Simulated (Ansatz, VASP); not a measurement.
One calculation of TiB2, two programs

```
Ti B
1.0
     3.03190    0.00000    0.00000
    -1.51595    2.62570    0.00000
     0.00000    0.00000    3.22439
Ti B
1 2
Direct
  0.00000 0.00000 0.00000
  0.66667 0.33333 0.50000
  0.33333 0.66667 0.50000
```

Alike in both runs: functional PBE; k mesh 18 × 18 × 14; occupations gaussian, width 0.1 eV; no spin polarisation.

Ansatz relaxed the structure, and its values are those at the end. VASP's run is a single point on that final structure, the one shown.

|  | VASP | Ansatz |
| --- | --- | --- |
| version | VASP 6.6.1 | Ansatz 0.2.0 |
| potentials or method | VASP PAW PBE potentials, release 64 (Ti_sv, B), cutoff 520 eV | scalar-relativistic, plane waves, PAW |
| valence electrons in the cell | 18 | 18 |

Ansatz gave:

| Quantity | Value |
| --- | --- |
| gap on the k mesh at the Fermi level (eV) | none |
| pressure (GPa) | 0.0 |

Problem. What did VASP give for the same quantities?

Solution. gap on the k mesh at the Fermi level (eV): none; pressure (GPa): 0.2.

A gap of «none» marks a metal or a gap that the smearing closes.
